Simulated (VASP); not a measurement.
Crystal: ZnSn2N3.

```
Zn Sn N
1.0
     2.68430    1.54978    4.24806
    -2.68430    1.54978    4.24806
     0.00000   -3.09956    4.24806
Zn Sn N
1 2 3
Cartesian
  0.0000 0.0000 0.0000
  0.0000 0.0000 7.9494
  0.0000 0.0000 4.7948
  -1.3421 0.7749 2.1240
  1.3421 0.7749 2.1240
  0.0000 -1.5498 2.1240
```

* Program: VASP 6.6.1
* Task: relaxation of cell and atoms
* Functional: PBE
* Potentials or basis: VASP PAW PBE potentials, release 64 (Zn, Sn_d, N)
* Cutoff: 600 eV
* k mesh: 6 × 6 × 6
* Occupations: gaussian, width 0.1 eV
* Spin: no spin polarisation

At the start: pressure -14.3 GPa; volume 17.67 Å³/atom.

Question: Where does the relaxation end?

Answer: Over 42 steps the energy falls by 1024.0 meV/atom and the volume is 14.01 Å³/atom (-20.7 %); space group R-3m (No. 166, to 0.05 Å).

The path:
```csv
step,energy change (eV),largest force (eV/Å),pressure (GPa),volume (Å³)
1,0.0000,0.2315,-14.28,106.03
3,-1.7132,1.2522,2.80,81.40
5,-4.6257,4.9585,14.04,73.44
7,7.1696,44.6730,53.48,72.98
9,12.6209,60.8616,93.52,66.68
11,15.2738,64.3726,114.56,64.38
13,15.2689,64.3178,114.64,64.37
15,15.2488,64.0705,114.93,64.33
17,15.1992,63.0838,116.64,64.18
19,15.1641,61.6504,119.02,63.97
21,14.7294,60.6640,117.40,64.05
23,13.0549,56.7452,111.08,64.36
25,7.3536,42.1794,87.39,65.56
27,-3.6433,9.1976,30.69,70.02
29,-5.4731,0.0061,14.39,74.54
31,-5.5269,0.5211,14.93,73.90
33,-5.6615,0.7088,12.17,75.06
35,-5.9896,1.4428,2.51,80.41
37,-6.0512,1.3525,0.04,82.45
39,-6.1069,0.8369,1.33,84.87
41,-6.1439,0.0285,0.44,83.90
42,-6.1442,0.0105,0.20,84.07
```

Final structure:
```
Zn Sn N
1.0
     2.97033    1.71492    2.75068
    -2.97033    1.71492    2.75068
     0.00000   -3.42984    2.75068
Zn Sn N
1 2 3
Direct
  0.00000 0.00000 0.00000
  0.67387 0.67387 0.67387
  0.32613 0.32613 0.32613
  0.00000 0.50000 0.00000
  0.50000 0.00000 0.00000
  0.00000 0.00000 0.50000
```

Caveat: the volume moved by over 15 % at a fixed basis, so the end points are rough.
